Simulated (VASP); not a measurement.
# ZnCd2Se3 (I-4m2) in VASP: notebook

ZnCd2Se3 is run at these levels: PBE; tasks: single point.

All numbers are computed with VASP 6.6.1; they aren't measurements. Logs are shortened: lines on timing, memory, paths and dates and some standing lists are left out, and cuts for length are marked.

## 1. The cell of the first run

The structure is tetragonal, space group I-4m2 (No. 119). Conventional cell: a = 4.254 Å, b = 4.254 Å, c = 18.269 Å, α = 90.00°, β = 90.00°, γ = 90.00°. Zn (site symmetry -4m2) has 4 Se at 2.52 Å within 3.3 Å. Within 3.5 Å of Cd (site symmetry 2mm) lie 4 Se at 2.67 Å. Within 3.3 Å of Se (site symmetry 2mm) lie 2 Zn at 2.52 Å and 2 Cd at 2.67 Å. Se (site symmetry -4m2) has 4 Cd at 2.67 Å within 3.5 Å.

## 2. Single point, PBE

Input file INCAR:

```
SYSTEM = ZnCd2Se3
ALGO = Normal
EDIFF = 1E-6
ENCUT = 520
GGA = PE
ISIF = 2
ISMEAR = 0
LASPH = .True.
LCHARG = .False.
LREAL = .False.
LWAVE = .False.
NBANDS = 36
NELM = 100
PREC = Accurate
SIGMA = 0.1
```

Input file KPOINTS:

```
k-points
0
Gamma
  6 6 6
  0 0 0
```

Input file POSCAR:

```
ZnCd2Se3
1.0
   -2.1270611000      2.1270611000      9.1343846000
    2.1270611000     -2.1270611000      9.1343846000
    2.1270611000      2.1270611000     -9.1343846000
Zn Cd Se
1 2 3
Direct
    0.5000000000      0.5000000000      0.0000000000
    0.8380540000      0.8380540000      0.0000000000
    0.1619460000      0.1619460000      0.0000000000
    0.4265150000      0.9265150000      0.5000000000
    0.0734850000      0.5734850000      0.5000000000
    0.7500000000      0.2500000000      0.5000000000
```

Potentials or basis: VASP PAW PBE potentials, release 64 (Zn, Cd, Se).

Launch:

```sh
cat potpaw_PBE.64/Zn/POTCAR potpaw_PBE.64/Cd/POTCAR potpaw_PBE.64/Se/POTCAR > POTCAR
mpirun -np 1 vasp_std > vasp.out
```

OUTCAR:

```text
SYSTEM = ZnCd2Se3
   EDIFF = 1E-6
   ENCUT = 520
   GGA = PE
   ISIF = 2
   ISMEAR = 0
   LASPH = .True.
   LREAL = .False.
   NELM = 100
   PREC = Accurate

 ion  position               nearest neighbor table
   1  0.500  0.500  0.000-   5 2.52   4 2.52   5 2.52   4 2.52
   2  0.838  0.838  0.000-   6 2.67   6 2.67   4 2.67   4 2.67
   3  0.162  0.162  0.000-   6 2.67   6 2.67   5 2.67   5 2.67
   4  0.427  0.927  0.500-   1 2.52   1 2.52   2 2.67   2 2.67
   5  0.073  0.573  0.500-   1 2.52   1 2.52   3 2.67   3 2.67
   6  0.750  0.250  0.500-   2 2.67   3 2.67   2 2.67   3 2.67

  LATTYP: Found a body centered tetragonal cell.
 ALAT       =     4.2541222000
 C/A-ratio  =     4.2943686949

  Lattice vectors:

 A1 = (  -2.1270611000,   2.1270611000,   9.1343846000)
 A2 = (   2.1270611000,  -2.1270611000,   9.1343846000)
 A3 = (   2.1270611000,   2.1270611000,  -9.1343846000)

Analysis of symmetry for initial positions (statically):
=====================================================================
 Subroutine PRICEL returns:
 Original cell was already a primitive cell.

 Routine SETGRP: Setting up the symmetry group for a
 body centered tetragonal supercell.

 Subroutine GETGRP returns: Found  8 space group operations
 (whereof  8 operations were pure point group operations)
 out of a pool of 16 trial point group operations.

The static configuration has the point symmetry D_2d.

Analysis of symmetry for dynamics (positions and initial velocities):
=====================================================================
 Subroutine PRICEL returns:
 Original cell was already a primitive cell.

 Routine SETGRP: Setting up the symmetry group for a
 body centered tetragonal supercell.

 Subroutine GETGRP returns: Found  8 space group operations
 (whereof  8 operations were pure point group operations)
 out of a pool of 16 trial point group operations.

The dynamic configuration has the point symmetry D_2d.

 Subroutine INISYM returns: Found  8 space group operations
 (whereof  8 operations are pure point group operations),
 and found     1 'primitive' translations

----------------------------------------------------------------------------------------

                                     Primitive cell

  volume of cell :     165.3100

  direct lattice vectors                    reciprocal lattice vectors
    -2.127061100  2.127061100  9.134384600     0.000000000  0.235066120  0.054738225
     2.127061100 -2.127061100  9.134384600     0.235066120  0.000000000  0.054738225
     2.127061100  2.127061100 -9.134384600     0.235066120  0.235066120  0.000000000

  length of vectors
     9.616951693  9.616951693  9.616951693     0.241355245  0.241355245  0.332433695

  position of ions in fractional coordinates (direct lattice)
     0.500000000  0.500000000  0.000000000
     0.838054000  0.838054000  0.000000000
     0.161946000  0.161946000  0.000000000
     0.426515000  0.926515000  0.500000000
     0.073485000  0.573485000  0.500000000
     0.750000000  0.250000000  0.500000000

  ion indices of the primitive-cell ions
   primitive index   ion index
                 1           1
                 2           2
                 3           3
                 4           4
                 5           5
                 6           6

----------------------------------------------------------------------------------------

 KPOINTS: k-points

Automatic generation of k-mesh.
 Grid dimensions read from file:
 generate k-points for:    6    6    6

 Generating k-lattice:

  Cartesian coordinates                     Fractional coordinates (reciprocal lattice)
     0.000000000  0.039177687  0.009123038     0.166666667  0.000000000  0.000000000
     0.039177687  0.000000000  0.009123038     0.000000000  0.166666667  0.000000000
     0.039177687  0.039177687  0.000000000     0.000000000  0.000000000  0.166666667

  Length of vectors
     0.040225874  0.040225874  0.055405616

  Shift w.r.t. Gamma in fractional coordinates (k-lattice)
     0.000000000  0.000000000  0.000000000

 Subroutine IBZKPT returns following result:
 ===========================================

 Found     30 irreducible k-points:

 Following reciprocal coordinates:
            Coordinates               Weight
  0.000000  0.000000  0.000000      1.000000
  0.166667 -0.000000  0.000000      8.000000
  0.333333  0.000000 -0.000000      8.000000
  0.500000  0.000000 -0.000000      4.000000
  0.166667  0.166667  0.000000      8.000000
  0.333333  0.166667  0.000000     16.000000
[... 16 lines left out ...]
 -0.333333 -0.333333  0.166667      8.000000
 -0.166667 -0.333333  0.166667      8.000000
 [... further k-points ...]
   k-points           NKPTS =     30   k-points in BZ     NKDIM =     30   number of bands    NBANDS=     36
   number of dos      NEDOS =    301   number of ions     NIONS =      6
   total plane-waves  NPLWV = 373248
   dimension x,y,z NGX =    72 NGY =   72 NGZ =   72
   dimension x,y,z NGXF=   144 NGYF=  144 NGZF=  144
   ions per type =               1   2   3
   NGX,Y,Z   is equivalent  to a cutoff of  12.45, 12.45, 12.45 a.u.
   NGXF,Y,Z  is equivalent  to a cutoff of  24.89, 24.89, 24.89 a.u.
 SYSTEM =  ZnCd2Se3
   PREC   = accura    normal or accurate (medium, high low for compatibility)
   ISTART =      0    job   : 0-new  1-cont  2-samecut
   ICHARG =      2    charge: 1-file 2-atom 10-const
   ISPIN  =      1    spin polarized calculation?
   LNONCOLLINEAR =      F non collinear calculations
   LSORBIT =      F    spin-orbit coupling
   LASPH  =      T    aspherical Exc in radial PAW
   ENCUT  =  520.0 eV  38.22 Ry    6.18 a.u.  17.88 17.88 17.88*2*pi/ulx,y,z
   NELM   =    100;   NELMIN=  2; NELMDL= -5     # of ELM steps
   EDIFF  = 0.1E-05   stopping-criterion for ELM
   LREAL  =      F    real-space projection
   EDIFFG = 0.1E-04   stopping-criterion for IOM
   NSW    =      0    number of steps for IOM
   IBRION =     -1    ionic relax: 0-MD 1-quasi-New 2-CG
   NFREE  =      0    steps in history (QN), initial steepest desc. (CG)
   ISIF   =      2    stress and relaxation
   ISYM   =      2    0-nonsym 1-usesym 2-fastsym
   POTIM  = 0.5000    time-step for ionic-motion
   TEBEG  =    0.0;   TEEND  =   0.0 temperature during run
   PSTRESS=    0.0 pullay stress
   NELECT =      54.0000    total number of electrons
   NUPDOWN=      -1.0000    fix difference up-down
   EMIN   =  10.00;   EMAX   =-10.00  energy-range for DOS
   EFERMI =   0.00;   METHOD = LEGACY
   ISMEAR =     0;   SIGMA  =   0.10  broadening in eV -4-tet -1-fermi 0-gaus
   EFERMI_NEDOS =   21; number of points for ismear=-14 and -15
   IALGO  =     38    algorithm
   IMIX   =      4    mixing-type and parameters
     AMIX     =   0.40;   BMIX     =  1.00
     AMIX_MAG =   1.60;   BMIX_MAG =  1.00
  volume/ion in A,a.u.               =      27.55       185.93
  Fermi-wavevector in a.u.,A,eV,Ry     =   1.127474  2.130616 17.295679  1.271197
  Thomas-Fermi vector in A             =   2.264160
   LORBIT       =      0    0 simple, 1 ext, 2 COOP (PROOUT), +10 PAW based schemes
   GGA     = PE    functional components
   LHFCALC =     F    Hartree Fock is set to
   AEXX    =    0.0000 exact exchange contribution
   IVDW    =     0    specifies the selected vdW correction
   LEPSILON=     F    determine dielectric tensor
   LRPA    =     F    only Hartree local field effects (RPA)
 non-spin polarized calculation
 Gauss-broadening in eV      SIGMA  =   0.10
  energy-cutoff  :      520.00
  volume of cell :      165.31
 maximum number of plane-waves:      4468
   NGX = 35   NGY = 35   NGZ = 35

 number of electron      54.0000005 magnetization

 Free energy of the ion-electron system (eV)
  ---------------------------------------------------
  ext. energy  EPLUGINS =         0.00000000
  ---------------------------------------------------
  free energy    TOTEN  =       -16.95289872 eV

  energy without entropy =      -16.95289865  energy(sigma->0) =      -16.95289868

 E-fermi :   1.1222     XC(G=0):  -8.8163

 val. band max:        0.8116486014   @ k =   0.0000   0.0000   0.0000
 cond. band min:       1.4215163955   @ k =   0.0000   0.0000   0.0000
 fundamental gap:      0.6098677941
 Fermi energy:         1.1221723022

 k-point     1 :       0.0000    0.0000    0.0000
  band No.  band energies     occupation
      1     -11.7837      2.00000
      2     -11.3394      2.00000
      3     -11.2320      2.00000
      4      -6.9732      2.00000
      5      -6.9732      2.00000
      6      -6.9528      2.00000
[... 28 lines left out ...]
     35       6.7091      0.00000
     36       8.4048      0.00000

 k-point     2 :       0.1667   -0.0000    0.0000
  band No.  band energies     occupation
      1     -11.7047      2.00000
      2     -11.3281      2.00000
      3     -11.2126      2.00000
      4      -6.9646      2.00000
      5      -6.9600      2.00000
      6      -6.9485      2.00000
[... 28 lines left out ...]
     35       7.0824      0.00000
     36       7.6699      0.00000

 k-point     3 :       0.3333    0.0000   -0.0000
  band No.  band energies     occupation
      1     -11.5139      2.00000
      2     -11.2972      2.00000
      3     -11.2093      2.00000
      4      -6.9565      2.00000
      5      -6.9439      2.00000
      6      -6.8944      2.00000
[... 28 lines left out ...]
     35       7.3910      0.00000
     36       7.6729      0.00000
[... 742 lines left out ...]
 k-point    23 :      -0.3333   -0.3333    0.1667
  band No.  band energies     occupation
      1     -11.6059      2.00000
      2     -11.3773      2.00000
      3     -11.1534      2.00000
      4      -6.9501      2.00000
      5      -6.9389      2.00000
      6      -6.9231      2.00000
[... 28 lines left out ...]
     35       7.3123      0.00000
     36       7.5195      0.00000

 k-point    24 :      -0.1667   -0.3333    0.1667
  band No.  band energies     occupation
      1     -11.6862      2.00000
      2     -11.3876      2.00000
      3     -11.1719      2.00000
      4      -6.9654      2.00000
      5      -6.9652      2.00000
      6      -6.9416      2.00000
[... 28 lines left out ...]
     35       7.0297      0.00000
     36       7.5868      0.00000

 [... further k-points ...]

------------------------ aborting loop because EDIFF is reached ----------------------------------------

  FORCE on cell =-STRESS in cart. coord.  units (eV):
  Direction    XX          YY          ZZ          XY          YZ          ZX
  --------------------------------------------------------------------------------------
  -------------------------------------------------------------------------------------
  Total        0.2624520      0.2624520      0.2482912      0.0000000      0.0000000      0.0000000
  in kB        2.5436730      2.5436730      2.4064270      0.0000000      0.0000000      0.0000000
  external PRESSURE =       2.4979243 kB  Pullay stress =       0.0000000 kB

 VOLUME and BASIS-vectors are now :
 -----------------------------------------------------------------------------
  energy-cutoff  :      520.00
  volume of cell :      165.31
      direct lattice vectors                 reciprocal lattice vectors
    -2.127061100  2.127061100  9.134384600     0.000000000  0.235066120  0.054738225
     2.127061100 -2.127061100  9.134384600     0.235066120  0.000000000  0.054738225
     2.127061100  2.127061100 -9.134384600     0.235066120  0.235066120  0.000000000

 POSITION                                       TOTAL-FORCE (eV/Angst)
 -----------------------------------------------------------------------------------
      0.00000      0.00000      9.13438        -0.000000     -0.000000     -0.000000
      0.00000      0.00000     15.31022        -0.000000     -0.000000     -0.000362
      0.00000      0.00000      2.95855        -0.000000     -0.000000      0.000362
      2.12706      0.00000      7.79190         0.000000      0.000000      0.018363
      2.12706      0.00000      1.34248         0.000000      0.000000     -0.018363
      0.00000      2.12706      4.56719        -0.000000     -0.000000     -0.000000
 -----------------------------------------------------------------------------------
    total drift:                               -0.000002      0.000002      0.000000

  FREE ENERGIE OF THE ION-ELECTRON SYSTEM (eV)
  ---------------------------------------------------
  free  energy   TOTEN  =       -16.9528987161 eV

  energy  without entropy=      -16.9528986477  energy(sigma->0) =      -16.95289868
```

Run time: 10 min. Hardware: 1 thread of Intel Xeon Platinum 8259CL at 2.50GHz (Skylake/Cascade Lake), shared host; peak memory 0.79 GiB.

Results:

```
Free energy            : -16.9529 eV
Pressure               : 0.2 GPa
Largest force          : 0.018 eV/Å
Band gap on the k mesh : 0.61 eV
```

Forces in eV/Å, atoms in the order of the input:
```
Zn   0.000  0.000  0.000
Cd   0.000  0.000  0.000
Cd   0.000  0.000  0.000
Se   0.000  0.000  0.018
Se   0.000  0.000 -0.018
Se   0.000  0.000  0.000
```

A k mesh can miss the band edges.

## 3. Single point, PBE (24.25 Å³/atom)

This run uses another cell than the first one, of 24.25 Å³/atom.

Input file INCAR:

```
SYSTEM = ZnCd2Se3
PREC = Accurate
ENCUT = 520
EDIFF = 1E-7
ISMEAR = 0
SIGMA = 0.02
LREAL = .FALSE.
LASPH = .TRUE.
NELM = 100
ALGO = Normal
ISIF = 2
LWAVE = .FALSE.
LCHARG = .FALSE.
GGA = PE
NBANDS = 36
```

Input file KPOINTS:

```
regular mesh
0
G
  10 10 10
  0 0 0
```

Input file POSCAR:

```
ZnCd2Se3
1.0
   -2.0330823987      2.0330823987      8.7985667892
    2.0330823987     -2.0330823987      8.7985667892
    2.0330823987      2.0330823987     -8.7985667892
Zn Cd Se
1 2 3
Direct
    0.5000000000      0.5000000000      0.0000000000
    0.8383557524      0.8383557524      0.0000000000
    0.1616442476      0.1616442476      0.0000000000
    0.4271397889      0.9271397889      0.5000000000
    0.0728602111      0.5728602111      0.5000000000
    0.7500000000      0.2500000000      0.5000000000
```

Potentials or basis: VASP PAW PBE potentials, release 64 (Zn, Cd, Se).

Launch:

```sh
cat potpaw_PBE.64/Zn/POTCAR potpaw_PBE.64/Cd/POTCAR potpaw_PBE.64/Se/POTCAR > POTCAR
mpirun -np 1 vasp_std > vasp.out
```

Wall time 27 min (1 thread of Intel Xeon Platinum 8559C (Emerald Rapids), shared host); peak memory 1 GiB.

The run converged. Its results:

```yaml
Free_energy: -16.4641 eV
Pressure: 8.7 GPa
Largest_force: 0.022 eV/Å
Band_gap_on_the_k_mesh: 0.93 eV
```

Forces on the atoms (eV/Å):
```
Zn   0.000  0.000  0.000
Cd   0.000  0.000 -0.001
Cd   0.000  0.000  0.001
Se   0.000  0.000  0.022
Se   0.000  0.000 -0.022
Se   0.000  0.000  0.000
```

Stress tensor (GPa, compression positive):
```
8.66 0.00 0.00
0.00 8.66 0.00
0.00 0.00 8.76
```

Levels at points of the mesh, in eV from the valence-band top:
```csv
k point,band 25,band 26,band 27,band 28,band 29,band 30
"(0.00, 0.00, 0.00)",-0.18,0.00,0.00,0.93,3.29,3.49
"(0.50, 0.00, 0.00)",-0.98,-0.79,-0.72,2.43,3.50,3.75
"(0.50, 0.50, 0.00)",-2.59,-2.29,-2.27,2.86,3.57,4.19
"(0.50, 0.50, 0.50)",-0.81,-0.56,-0.56,2.63,2.80,3.20
```

Caveat: the cell stands under pressure.

## 4. Single point, PBE (30.31 Å³/atom)

This run uses another cell than the first one, of 30.31 Å³/atom.

Input file INCAR:

```
SYSTEM = ZnCd2Se3
ALGO     = Normal         ! electronic algorithm
EDIFF    = 1E-6           ! SCF threshold, eV
ENCUT    = 520            ! plane-wave cutoff, eV
GGA      = PE             ! functional
ISIF     = 2              ! what is computed and relaxed
ISMEAR   = 0              ! smearing method
LASPH    = .True.         ! aspherical terms in the spheres
LCHARG   = .False.        ! write CHGCAR
LREAL    = .False.        ! projectors in reciprocal space
LWAVE    = .False.        ! write WAVECAR
NBANDS   = 36             ! bands
NELM     = 80             ! most SCF steps
PREC     = Accurate       ! precision mode
SIGMA    = 0.02           ! smearing width, eV
```

Input file KPOINTS:

```
k-points
0
Gamma
  10 10 10
  0 0 0
```

Input file POSCAR:

```
ZnCd2Se3
1.0
   -2.1978968360      2.1978968360      9.4105997273
    2.1978968360     -2.1978968360      9.4105997273
    2.1978968360      2.1978968360     -9.4105997273
Zn Cd Se
1 2 3
Direct
    0.5000000000      0.5000000000      0.0000000000
    0.8377617137      0.8377617137      0.0000000000
    0.1622382863      0.1622382863      0.0000000000
    0.4259683000      0.9259683000      0.5000000000
    0.0740317000      0.5740317000      0.5000000000
    0.7500000000      0.2500000000      0.5000000000
```

Launch:

```sh
cat potpaw_PBE.64/Zn/POTCAR potpaw_PBE.64/Cd/POTCAR potpaw_PBE.64/Se/POTCAR > POTCAR
mpirun -np 1 vasp_std > vasp.out
```

Run time: 33 min. Hardware: 1 thread of AMD EPYC 9R45 (Zen 5), shared host; peak memory 1.3 GiB.

The run converged. Its results:

| Item | Value |
| --- | --- |
| Free energy | -16.7702 eV |
| Pressure | -3.5 GPa |
| Largest force | 0.016 eV/Å |
| Band gap on the k mesh | 0.38 eV |

Forces in eV/Å, atoms in the order of the input:
```
Zn   0.000  0.000  0.000
Cd   0.000  0.000  0.003
Cd   0.000  0.000 -0.003
Se   0.000  0.000  0.016
Se   0.000  0.000 -0.016
Se   0.000  0.000  0.000
```

Levels at points of the mesh, in eV from the valence-band top:
| k point | band 24 | band 25 | band 26 | band 27 | band 28 | band 29 | band 30 | band 31 |
| --- | --- | --- | --- | --- | --- | --- | --- | --- |
| (0.00, 0.00, 0.00) | -1.03 | -0.08 | 0.00 | 0.00 | 0.38 | 3.15 | 3.61 | 3.80 |
| (0.50, 0.00, 0.00) | -0.90 | -0.63 | -0.52 | -0.49 | 2.15 | 2.99 | 3.16 | 5.68 |
| (0.50, 0.50, 0.00) | -1.75 | -1.74 | -1.52 | -1.52 | 3.31 | 3.42 | 4.12 | 4.37 |
| (0.50, 0.50, 0.50) | -0.53 | -0.53 | -0.36 | -0.36 | 2.11 | 2.22 | 3.39 | 3.44 |

Caveat: the cell stands under tension.

## 5. Overview

```csv
cell,k mesh,smearing,gap on the mesh (eV),pressure (GPa),largest force (eV/Å)
"a = 9.617 Å, angles 154.4, 154.4, 36.5°, 6 atoms",6 × 6 × 6,gaussian 0.1 eV,0.61,0.2,0.02
"a = 9.256 Å, angles 154.6, 154.6, 36.2°, 6 atoms",10 × 10 × 10,gaussian 0.02 eV,0.93,8.7,0.02
"a = 9.911 Å, angles 154.4, 154.4, 36.6°, 6 atoms",10 × 10 × 10,gaussian 0.02 eV,0.38,-3.5,0.02
```

Alike in all rows: task single point; level PBE; potentials or basis VASP PAW PBE potentials, release 64 (Zn, Cd, Se); no spin polarisation; cutoff (eV) 520.

Caveats: the cell stands under pressure (at least some runs); the cell stands under tension (at least some runs).

Absolute energies hang on the potentials; compare differences alone.
